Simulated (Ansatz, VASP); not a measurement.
**Two plane-wave programs on GaAs**

Contents of INCAR:

```
SYSTEM = GaAs
ALGO = Normal ; EDIFF = 1E-6
ENCUT = 520 ; GGA = PE
ISIF = 2 ; ISMEAR = 0
LASPH = .True. ; LCHARG = .False.
LREAL = .False. ; LWAVE = .False.
NBANDS = 16 ; NELM = 80
PREC = Accurate ; SIGMA = 0.05
```

Contents of KPOINTS:

```
k-points
0
Gamma
  10 10 10
  0 0 0
```

The input POSCAR:

```
GaAs
1.0
    0.0000000000      2.6855075000      2.8268500000
    2.6855075000      0.0000000000      2.8268500000
    2.6855075000      2.6855075000      0.0000000000
Ga As
1 1
Direct
    0.0000000000      0.0000000000      0.0000000000
    0.7500000000      0.7500000000      0.7500000000
```

Input for Ansatz:

```yaml
crystal:
  lattice:
    - [0.0, 2.6855075, 2.82685]
    - [2.6855075, 0.0, 2.82685]
    - [2.6855075, 2.6855075, 0.0]
  atoms:
    - { symbol: Ga, position: [0.0, 0.0, 0.0] }
    - { symbol: As, position: [0.75, 0.75, 0.75] }
basis:
  ecutwfc: 420
kpoints:
  mp_grid: { grid: [10, 10, 10] }
hamiltonian:
  xc: pbe
scf:
  occupations: { method: gaussian, width: 0.05 }
output:
  forces: true
  stress: true
  eigenvalues: true
```

Change from the starting cell: strain -0.050 along x and y, +0.000 along z, atoms carried along.

Alike in both runs: task single point; functional PBE; k mesh 10 × 10 × 10; occupations gaussian, width 0.05 eV; no spin polarisation.

|  | VASP | Ansatz |
| --- | --- | --- |
| version | VASP 6.6.1 | Ansatz 0.2.0 |
| potentials or method | VASP PAW PBE potentials, release 64 (Ga_d, As), cutoff 520 eV | scalar-relativistic, plane waves, PAW |
| valence electrons in the cell | 18 | 28 |

```csv
,VASP,Ansatz,Ansatz less VASP
gap on the k mesh at the Fermi level (eV),0.99,1.00,+0.011
least direct gap on the mesh (eV),1.18,1.17,-0.010
pressure (GPa),13.2,13.0,-0.27
"traceless stress, the component that is largest in VASP (GPa)",-2.24,-2.24,-0.005
```

VASP's potentials hold 18 valence electrons a cell and Ansatz's 28, so a difference there can come from the potentials and not from the codes.
